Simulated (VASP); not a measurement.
Co: single point with PBE

Co:

```xyz
4
Lattice="2.4904 0.0000 0.0000 -1.2452 2.1568 0.0000 0.0000 0.0000 8.0538" Properties=species:S:1:pos:R:3 pbc="T T T"
Co    1.2452    0.7189    6.0403
Co    0.0000    0.0000    4.0269
Co    0.0000    1.4378    2.0134
Co    0.0000    0.0000    0.0000
```

```json
{"Program": "VASP 6.6.1", "Task": "single point", "Functional": "PBE", "Potentials or basis": "VASP PAW PBE potentials, release 64 (Co)", "Cutoff": "520 eV", "k mesh": "12 × 12 × 4", "Occupations": "fermi-dirac, width 0.05 eV", "Spin": "collinear spin, ferromagnetic start", "Starting moments": "[2.0, 2.0, 2.0, 2.0] μB", "Dipole correction": "no", "Further INCAR settings": "ALGO = Normal; EDIFF = 1e-07; NBANDS = 30"}
```

```
Pressure                                              : 1.2 GPa
Net moment                                            : 6.61 μB per cell
Site moments                                          : Co +1.68, +1.66 μB
Valence electrons inside the program's atomic spheres : Co 8.28
```

Levels at points of the mesh, in eV from the Fermi level:
Spin up:
```csv
k point,band 18,band 19,band 20,band 21,band 22,band 23,band 24,band 25,band 26,band 27
"(0.00, 0.00, 0.00)",-1.54,-1.54,-1.21,-1.21,-0.81,-0.81,-0.15,6.32,15.00,15.00
"(0.50, 0.00, 0.00)",-0.61,-0.57,-0.55,0.24,1.36,2.42,3.05,6.91,6.93,10.42
"(0.00, 0.00, 0.50)",-1.68,-1.68,-1.68,-0.98,-0.98,-0.98,-0.98,9.38,9.38,21.10
"(0.50, 0.00, 0.50)",-0.75,-0.61,-0.61,1.20,1.20,2.76,2.76,7.29,7.29,9.26
```
Spin down:
| k point | band 12 | band 13 | band 14 | band 15 | band 16 | band 17 |
| --- | --- | --- | --- | --- | --- | --- |
| (0.00, 0.00, 0.00) | -0.82 | -0.82 | -0.78 | -0.78 | -0.19 | 0.05 |
| (0.50, 0.00, 0.00) | -0.11 | -0.07 | 0.50 | 1.17 | 1.21 | 1.22 |
| (0.00, 0.00, 0.50) | -1.03 | -0.94 | -0.94 | -0.94 | -0.94 | 0.24 |
| (0.50, 0.00, 0.50) | -0.84 | -0.22 | -0.22 | 0.82 | 0.82 | 1.18 |

Run time: 6.8 min on 1 thread of AMD EPYC 7R13 (shared host), peak memory 0.21 GiB.
